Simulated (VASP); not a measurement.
# Sb (P6_3/mmc) in VASP: further runs, part 2 of 2

VASP 6.6.1.

### Step 5. Summary

| cell | gap on the mesh (eV) | pressure (GPa) |
| --- | --- | --- |
| relaxed to 10 GPa | none | 10.0 |
| relaxed to 20 GPa | none | 20.0 |
| relaxed to 30 GPa | none | 30.0 |

Alike in all rows: task relaxation of cell and atoms; level PBE; potentials or basis VASP PAW PBE potentials, release 64 (Sb); no spin polarisation; k mesh 8 × 8 × 5; cutoff (eV) 600; smearing fermi-dirac 0.1 eV.

Caveats: the cell is relaxed towards a set pressure, so the enthalpy falls and the energy may rise; spin-orbit coupling is left out, which moves the levels of the heavy elements.

Absolute energies hang on the potentials; compare differences alone.
